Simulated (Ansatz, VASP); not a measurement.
# Si2Mo in VASP and in Ansatz

INCAR

```
PREC = Accurate ; ENCUT = 600
EDIFF = 1E-6 ; ISMEAR = -1
SIGMA = 0.05 ; LREAL = F
LASPH = T ; NELM = 100
ALGO = Normal ; ISIF = 3
LWAVE = F ; LCHARG = F
GGA = PS ; IVDW = 13
IBRION = 2 ; NSW = 60
EDIFFG = -0.01
```

The input KPOINTS:

```
Automatic mesh
0
Gamma
  12 12 12
```

Contents of POSCAR:

```
Si2Mo
1.0
   -1.6000000000      1.6000000000      3.9305000000
    1.6000000000     -1.6000000000      3.9305000000
    1.6000000000      1.6000000000     -3.9305000000
Mo Si
1 2
Direct
    0.0000000000      0.0000000000      0.0000000000
    0.6670000000      0.6670000000      0.0000000000
    0.3330000000      0.3330000000      0.0000000000
```

File input.yaml:

```yaml
crystal:
  lattice:
    - [-1.6, 1.6, 3.9305]
    - [1.6, -1.6, 3.9305]
    - [1.6, 1.6, -3.9305]
  atoms:
    - { symbol: Mo, position: [0.0, 0.0, 0.0] }
    - { symbol: Si, position: [0.667, 0.667, 0.0] }
    - { symbol: Si, position: [0.333, 0.333, 0.0] }
hamiltonian:
  xc: pbesol
  pseudopotentials: { kind: paw }
  dispersion: d4
kpoints:
  mp_grid: { grid: [12, 12, 12] }
scf:
  occupations: { method: fermi_dirac, width: 0.05 }
output:
  forces: true
  stress: true
relax:
  f_tol: 0.01
  max_steps: 40
  cell: { stress_tol: 0.05 }
```

Alike in both runs: task relaxation of cell and atoms; functional PBEsol; dispersion D4; k mesh 12 × 12 × 12; occupations fermi-dirac, width 0.05 eV; no spin polarisation.

|  | VASP | Ansatz |
| --- | --- | --- |
| version | VASP 6.6.1 | Ansatz 0.2.0 |
| potentials or method | VASP PAW PBE potentials, release 64 (Mo_sv, Si) | Ansatz PAW |
| plane-wave cutoff (eV) | 600 | 420 |
| valence electrons in the cell | 22 | 22 |

```tsv
	VASP	Ansatz	Ansatz less VASP
relaxed volume (Å³/atom)	13.07	13.05	-0.022
relaxed cell length with the largest relative difference (Å)	4.495	4.492	-0.0025
```

VASP's potentials were made for PBE, not for PBEsol.

Noted on Ansatz's run: the plane-wave basis is chosen anew once the cell has moved, so the energies of steps on either side of that aren't comparable.
